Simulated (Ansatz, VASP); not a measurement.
# One calculation of ZrC, two programs

```
Zr C
1.0
     0.00000    2.35506    2.35506
     2.35506    0.00000    2.35506
     2.35506    2.35506    0.00000
Zr C
1 1
Cartesian
  2.3551 2.3551 2.3551
  0.0000 0.0000 0.0000
```

Change from the starting cell: species swapped into the YbP type (Fm-3m, No. 225).

Alike in both runs: functional PBE; k mesh 7 × 7 × 7; occupations gaussian, width 0.2 eV; no spin polarisation.

Ansatz relaxed the structure, and its values are those at the end. VASP's run is a single point on that final structure, the one shown.

|  | VASP | Ansatz |
| --- | --- | --- |
| version | VASP 6.6.1 | Ansatz 0.2.0 |
| potentials or method | VASP PAW PBE potentials, release 64 (Zr_sv, C), cutoff 600 eV | scalar-relativistic, plane waves, PAW |
| valence electrons in the cell | 16 | 16 |

Ansatz gave:

| Item | Value |
| --- | --- |
| gap on the k mesh at the Fermi level (eV) | none |
| pressure (GPa) | -0.2 |

**Question.** What did VASP give for the same quantities?

**Answer.** gap on the k mesh at the Fermi level (eV): none; pressure (GPa): 0.0.

A gap of «none» marks a metal or a gap that the smearing closes.
